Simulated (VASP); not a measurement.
# CdS in VASP: notebook

CdS is run at these levels: PBEsol; tasks: electric field gradients.

All numbers are computed with VASP 6.6.1; they aren't measurements. Logs are shortened: lines on timing, memory, paths and dates and some standing lists are left out, and cuts for length are marked.

## (1) The cell of the first run

It takes space group I-4m2 (No. 119, tetragonal). Conventional cell: a = 4.245 Å, b = 4.245 Å, c = 5.886 Å, α = 90.00°, β = 90.00°, γ = 90.00°. Cd (site symmetry -4m2) has 4 S at 2.58 Å within 3.4 Å. S (site symmetry -4m2) has 4 Cd at 2.58 Å within 3.4 Å.

## (2) Electric field gradients, PBEsol (equal xx and yy strain of +2 %)

INCAR reads:

```
SYSTEM = CdS
PREC = Accurate
ENCUT = 520
EDIFF = 1E-8
ISMEAR = -1
SIGMA = 0.02
LREAL = .FALSE.
LASPH = .TRUE.
NELM = 80
ALGO = Normal
ISIF = 2
LWAVE = .FALSE.
LCHARG = .FALSE.
GGA = PS
LEFG = .TRUE.
NBANDS = 16
```

KPOINTS reads:

```
regular mesh
0
G
  7 7 7
  0 0 0
```

POSCAR reads:

```
CdS
1.0
    0.0000000000      3.0018125342      2.9429534649
    3.0018125342      0.0000000000      2.9429534649
    3.0018125342      3.0018125342      0.0000000000
Cd S
1 1
Direct
    0.0000000000      0.0000000000      0.0000000000
    0.7500000000      0.7500000000      0.7500000000
```

Potentials or basis: VASP PAW PBE potentials, release 64 (Cd, S).

Started as:

```
$ cat potpaw_PBE.64/Cd/POTCAR potpaw_PBE.64/S/POTCAR > POTCAR
$ mpirun -np 1 vasp_std > vasp.out
```

OUTCAR:

```text
SYSTEM = CdS
   PREC = Accurate
   ENCUT = 520
   EDIFF = 1E-8
   ISMEAR = -1
   LREAL = .FALSE.
   LASPH = .TRUE.
   NELM = 80
   ISIF = 2
   GGA = PS

 ion  position               nearest neighbor table
   1  0.000  0.000  0.000-   2 2.58   2 2.58   2 2.58   2 2.58
   2  0.750  0.750  0.750-   1 2.58   1 2.58   1 2.58   1 2.58

  LATTYP: Found a body centered tetragonal cell.
 ALAT       =     4.2452039976
 C/A-ratio  =     1.3864838847

  Lattice vectors:

 A1 = (   0.0000000000,  -3.0018125342,  -2.9429534649)
 A2 = (   0.0000000000,   3.0018125342,  -2.9429534649)
 A3 = (   3.0018125342,   0.0000000000,   2.9429534649)

Analysis of symmetry for initial positions (statically):
=====================================================================
 Subroutine PRICEL returns:
 Original cell was already a primitive cell.

 Routine SETGRP: Setting up the symmetry group for a
 body centered tetragonal supercell.

 Subroutine GETGRP returns: Found  8 space group operations
 (whereof  8 operations were pure point group operations)
 out of a pool of 16 trial point group operations.

The static configuration has the point symmetry D_2d.

Analysis of symmetry for dynamics (positions and initial velocities):
=====================================================================
 Subroutine PRICEL returns:
 Original cell was already a primitive cell.

 Routine SETGRP: Setting up the symmetry group for a
 body centered tetragonal supercell.

 Subroutine GETGRP returns: Found  8 space group operations
 (whereof  8 operations were pure point group operations)
 out of a pool of 16 trial point group operations.

The dynamic configuration has the point symmetry D_2d.

 Subroutine INISYM returns: Found  8 space group operations
 (whereof  8 operations are pure point group operations),
 and found     1 'primitive' translations

----------------------------------------------------------------------------------------

                                     Primitive cell

  volume of cell :      53.0372

  direct lattice vectors                    reciprocal lattice vectors
     0.000000000  3.001812534  2.942953465    -0.166566031  0.166566031  0.169897352
[... 126 lines left out ...]
  ---------------------------------------------------
  ext. energy  EPLUGINS =         0.00000000
  ---------------------------------------------------
  free energy    TOTEN  =        -6.77486255 eV

  energy without entropy =       -6.77486255  energy(sigma->0) =       -6.77486255

 E-fermi :   1.1536     XC(G=0):  -9.0681

 val. band max:        0.7005664418   @ k =   0.0000   0.0000   0.0000
 cond. band min:       1.5302412332   @ k =   0.0000   0.0000   0.0000
 fundamental gap:      0.8296747913
 Fermi energy:         1.1536341278

 k-point     1 :       0.0000    0.0000    0.0000
  band No.  band energies     occupation
      1     -11.3289      2.00000
      2      -6.8453      2.00000
      3      -6.8453      2.00000
      4      -6.8348      2.00000
      5      -6.4434      2.00000
      6      -6.4372      2.00000
[... 433 lines left out ...]
      3      -6.6629      2.00000
      4      -6.4854      2.00000
      5      -6.4123      2.00000
      6      -6.0451      2.00000
[... 8 lines left out ...]
     15      12.6958      0.00000
     16      13.8417      0.00000

 [... further k-points ...]

------------------------ aborting loop because EDIFF is reached ----------------------------------------

  FORCE on cell =-STRESS in cart. coord.  units (eV):
  Direction    XX          YY          ZZ          XY          YZ          ZX
  --------------------------------------------------------------------------------------
  -------------------------------------------------------------------------------------
  Total       -1.1827822     -1.1827822     -1.0360268      0.0000000      0.0000000     -0.0000000
  in kB      -35.7301511    -35.7301511    -31.2968809      0.0000000      0.0000000     -0.0000000
  external PRESSURE =     -34.2523944 kB  Pullay stress =       0.0000000 kB

 VOLUME and BASIS-vectors are now :
 -----------------------------------------------------------------------------
  energy-cutoff  :      520.00
  volume of cell :       53.04
      direct lattice vectors                 reciprocal lattice vectors
     0.000000000  3.001812534  2.942953465    -0.166566031  0.166566031  0.169897352
     3.001812534  0.000000000  2.942953465     0.166566031 -0.166566031  0.169897352
     3.001812534  3.001812534  0.000000000     0.166566031  0.166566031 -0.169897352

 POSITION                                       TOTAL-FORCE (eV/Angst)
 -----------------------------------------------------------------------------------
      0.00000      0.00000      0.00000         0.000000     -0.000000      0.000000
      4.50272      4.50272      4.41443        -0.000000      0.000000     -0.000000
 -----------------------------------------------------------------------------------
    total drift:                                0.000001      0.000001      0.000000

  FREE ENERGIE OF THE ION-ELECTRON SYSTEM (eV)
  ---------------------------------------------------
  free  energy   TOTEN  =        -6.7748625514 eV

  energy  without entropy=       -6.7748625514  energy(sigma->0) =       -6.77486255

 Electric field gradients (V/A^2)
---------------------------------------------------------------------
 ion       V_xx      V_yy      V_zz      V_xy      V_xz      V_yz
---------------------------------------------------------------------
   1      -2.883    -2.883     5.766     0.000     0.001     0.001
   2       1.831     1.831    -3.663    -0.000    -0.001    -0.001
---------------------------------------------------------------------

 Electric field gradients after diagonalization (V/A^2)
 (convention: |V_zz| > |V_xx| > |V_yy|)
----------------------------------------------------------------------
 ion       V_xx      V_yy      V_zz     asymmetry (V_yy - V_xx)/ V_zz
----------------------------------------------------------------------
   1      -2.883    -2.883     5.766       0.000
   2       1.832     1.831    -3.663       0.000
----------------------------------------------------------------------

           NMR quadrupolar parameters

 Cq : quadrupolar parameter    Cq=e*Q*V_zz/h
 eta: asymmetry parameters     (V_yy - V_xx)/ V_zz
 Q  : nuclear electric quadrupole moment in mb (millibarn)
----------------------------------------------------------------------
 ion       Cq(MHz)       eta       Q (mb)
----------------------------------------------------------------------
   1       0.014       0.000       1.000
   2      -0.009       0.000       1.000
----------------------------------------------------------------------
```

stdout:

```text
POSCAR found type information on POSCAR CdS
 POSCAR found :  2 types and       2 ions
 scaLAPACK will be used
 -----------------------------------------------------------------------------
|                                                                             |
|                                                                             |
|     You enforced a specific xc type in the INCAR file but a different       |
|     I HOPE YOU KNOW WHAT YOU ARE DOING!                                     |
|                                                                             |
 -----------------------------------------------------------------------------

 LDA part: xc-table for (Slater+PW92), standard interpolation
 POSCAR, INCAR and KPOINTS ok, starting setup
 FFT: planning ... GRIDC
 FFT: planning ... GRID_SOFT
 FFT: planning ... GRID
 WAVECAR not read
 entering main loop
ion   1

ion   2
```

It took 24 s on 1 thread of Intel Xeon Platinum 8375C at 2.90GHz (Ice Lake), shared host; peak memory 0.19 GiB.

What came out:

```yaml
Free_energy: -6.7749 eV
Pressure: -3.4 GPa
Band_gap_on_the_k_mesh: 0.83 eV, direct
```

Electric field gradients, principal values (V/Å²):
| atom | least | middle | greatest (by size) |
| --- | --- | --- | --- |
| 1 Cd | -2.883 | -2.883 | 5.766 |
| 2 S | 1.831 | 1.832 | -3.663 |

Caveat: the cell differs from its parent crystal (equal xx and yy strain of +2 %); without QUAD_EFG the Cq values of the log hold for a quadrupole moment of 1 mb, not for the nuclei; the PAW data sets were made with another functional, which shifts forces and pressure a little.

## (3) Electric field gradients, PBEsol (equal xy, yz and zx shear strains of -2 %)

INCAR reads:

```
SYSTEM = CdS
ALGO = Normal
EDIFF = 1E-8
ENCUT = 520
GGA = PS
ISIF = 2
ISMEAR = -1
LASPH = .TRUE.
LCHARG = .FALSE.
LEFG = .TRUE.
LREAL = .FALSE.
LWAVE = .FALSE.
NBANDS = 16
NELM = 60
PREC = Accurate
SIGMA = 0.02
```

KPOINTS reads:

```
k-points
0
G
  7 7 7
  0 0 0
```

POSCAR reads:

```
CdS
1.0
   -0.0588590693      2.9135239302      2.9135239302
    2.9135239302     -0.0588590693      2.9135239302
    2.9135239302      2.9135239302     -0.0588590693
Cd S
1 1
Direct
    0.0000000000      0.0000000000      0.0000000000
    0.7500000000      0.7500000000      0.7500000000
```

Potentials or basis: VASP PAW PBE potentials, release 64 (Cd, S).

Started as:

```
$ cat potpaw_PBE.64/Cd/POTCAR potpaw_PBE.64/S/POTCAR > POTCAR
$ mpirun -np 1 vasp_std > vasp.out
```

OUTCAR:

```text
SYSTEM = CdS
   EDIFF = 1E-8
   ENCUT = 520
   GGA = PS
   ISIF = 2
   ISMEAR = -1
   LASPH = .TRUE.
   LREAL = .FALSE.
   NELM = 60
   PREC = Accurate

 ion  position               nearest neighbor table
   1  0.000  0.000  0.000-   2 2.50   2 2.57   2 2.57   2 2.57
   2  0.750  0.750  0.750-   1 2.50   1 2.57   1 2.57   1 2.57

  LATTYP: Found a trigonal (rhomboedric) cell.
 ALAT       =     4.1207654354
 COS(alpha) =     0.4797000918

  Lattice vectors:

 A1 = (  -0.0588590693,   2.9135239302,   2.9135239302)
 A2 = (   2.9135239302,  -0.0588590693,   2.9135239302)
 A3 = (   2.9135239302,   2.9135239302,  -0.0588590693)

Analysis of symmetry for initial positions (statically):
=====================================================================
 Subroutine PRICEL returns:
 Original cell was already a primitive cell.

 Routine SETGRP: Setting up the symmetry group for a
[... 644 lines left out ...]
  energy-cutoff  :      520.00
  volume of cell :       50.96
      direct lattice vectors                 reciprocal lattice vectors
    -0.058859069  2.913523930  2.913523930    -0.166498718  0.169931681  0.169931681
     2.913523930 -0.058859069  2.913523930     0.169931681 -0.166498718  0.169931681
     2.913523930  2.913523930 -0.058859069     0.169931681  0.169931681 -0.166498718

 POSITION                                       TOTAL-FORCE (eV/Angst)
 -----------------------------------------------------------------------------------
      0.00000      0.00000      0.00000         0.125954      0.125954      0.125954
      4.32614      4.32614      4.32614        -0.125954     -0.125954     -0.125954
 -----------------------------------------------------------------------------------
    total drift:                               -0.000074     -0.000074     -0.000074

  FREE ENERGIE OF THE ION-ELECTRON SYSTEM (eV)
  ---------------------------------------------------
  free  energy   TOTEN  =        -6.7978121138 eV

  energy  without entropy=       -6.7978121138  energy(sigma->0) =       -6.79781211

 Electric field gradients (V/A^2)
---------------------------------------------------------------------
 ion       V_xx      V_yy      V_zz      V_xy      V_xz      V_yz
---------------------------------------------------------------------
   1      -0.000     0.000    -0.000   -11.370   -11.370   -11.370
   2      -0.000    -0.000     0.000    -2.139    -2.139    -2.139
---------------------------------------------------------------------

 Electric field gradients after diagonalization (V/A^2)
 (convention: |V_zz| > |V_xx| > |V_yy|)
----------------------------------------------------------------------
 ion       V_xx      V_yy      V_zz     asymmetry (V_yy - V_xx)/ V_zz
----------------------------------------------------------------------
   1      11.370    11.370   -22.739       0.000
   2       2.139     2.139    -4.279       0.000
----------------------------------------------------------------------

           NMR quadrupolar parameters

 Cq : quadrupolar parameter    Cq=e*Q*V_zz/h
 eta: asymmetry parameters     (V_yy - V_xx)/ V_zz
 Q  : nuclear electric quadrupole moment in mb (millibarn)
----------------------------------------------------------------------
 ion       Cq(MHz)       eta       Q (mb)
----------------------------------------------------------------------
   1      -0.055       0.000       1.000
   2      -0.010       0.000       1.000
----------------------------------------------------------------------
```

stdout:

```text
POSCAR found type information on POSCAR CdS
 POSCAR found :  2 types and       2 ions
 scaLAPACK will be used
 -----------------------------------------------------------------------------
|                                                                             |
|                                                                             |
|     You enforced a specific xc type in the INCAR file but a different       |
|     I HOPE YOU KNOW WHAT YOU ARE DOING!                                     |
|                                                                             |
 -----------------------------------------------------------------------------

 LDA part: xc-table for (Slater+PW92), standard interpolation
 POSCAR, INCAR and KPOINTS ok, starting setup
 FFT: planning ... GRIDC
 FFT: planning ... GRID_SOFT
 FFT: planning ... GRID
 WAVECAR not read
 entering main loop
ion   1

ion   2
```

Run time: 26 s. Hardware: 1 thread of Intel Xeon Platinum 8375C at 2.90GHz (Ice Lake), shared host; peak memory 0.19 GiB.

Results:

```yaml
Free_energy: -6.7978 eV
Pressure: -1.3 GPa
Largest_force: 0.218 eV/Å
Band_gap_on_the_k_mesh: 0.90 eV, direct
```

Forces in eV/Å, atoms in the order of the input:
```
Cd   0.126  0.126  0.126
S   -0.126 -0.126 -0.126
```

Levels at points of the mesh, in eV from the valence-band top:
```tsv
k point	band 5	band 6	band 7	band 8	band 9	band 10	band 11	band 12	band 13	band 14
(0.00, 0.00, 0.00)	-7.23	-7.23	-0.07	-0.07	0.00	0.90	6.27	6.27	6.68	11.02
```

Electric field gradients, principal values (V/Å²):
```csv
atom,least,middle,greatest (by size)
1 Cd,11.370,11.370,-22.739
2 S,2.139,2.139,-4.279
```

Caveat: the cell differs from its parent crystal (equal xy, yz and zx shear strains of -2 %); without QUAD_EFG the Cq values of the log hold for a quadrupole moment of 1 mb, not for the nuclei; the PAW data sets were made with another functional, which shifts forces and pressure a little.

(Part 1 of 2 ends here.)
